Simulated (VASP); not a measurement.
**HfGe: single point with PBEsol**

HfGe:

```
Hf Ge
1.0
     3.30668    0.00000    0.00000
     0.00000    3.30668    0.00000
     0.00000    0.00000    3.30668
Hf Ge
1 1
Direct
  0.00000 0.00000 0.00000
  0.50000 0.50000 0.50000
```

```json
{"Program": "VASP 6.6.1", "Task": "single point", "Functional": "PBEsol", "Potentials or basis": "VASP PAW PBE potentials, release 64 (Hf_pv, Ge_d)", "Cutoff": "520 eV", "k mesh": "8 × 8 × 8", "Occupations": "fermi-dirac, width 0.05 eV", "Spin": "no spin polarisation", "Dipole correction": "no", "Further INCAR settings": "ALGO = Normal; EDIFF = 1e-07; NBANDS = 19"}
```

* Pressure: -0.4 GPa
* Band gap on the k mesh: zero (band 12 reaches 8.70 eV, above the bottom of band 13 at 6.20 eV)

Levels at points of the mesh, in eV from the Fermi level:
```csv
k point,band 8,band 9,band 10,band 11,band 12,band 13,band 14,band 15,band 16,band 17
"(0.00, 0.00, 0.00)",-24.02,-11.71,-1.58,-1.58,2.02,2.02,2.02,3.75,3.75,3.75
"(0.50, 0.00, 0.00)",-24.00,-8.87,-6.55,-0.64,-0.47,-0.47,4.08,5.35,6.63,8.00
"(0.50, 0.50, 0.00)",-23.98,-8.51,-3.00,-3.00,-1.89,1.69,1.69,4.23,4.44,5.73
"(0.50, 0.50, 0.50)",-23.98,-5.71,-4.52,-4.52,-4.52,3.94,3.94,3.94,5.91,5.91
```

Wall time 13 s on 1 thread of AMD EPYC 9R45 96-Core Processor (Zen 5), with other jobs on the host, peak memory 0.14 GiB.

Caveat: the PAW data sets were made with another functional, which shifts forces and pressure a little; spin-orbit coupling is left out, which moves the levels of the heavy elements.
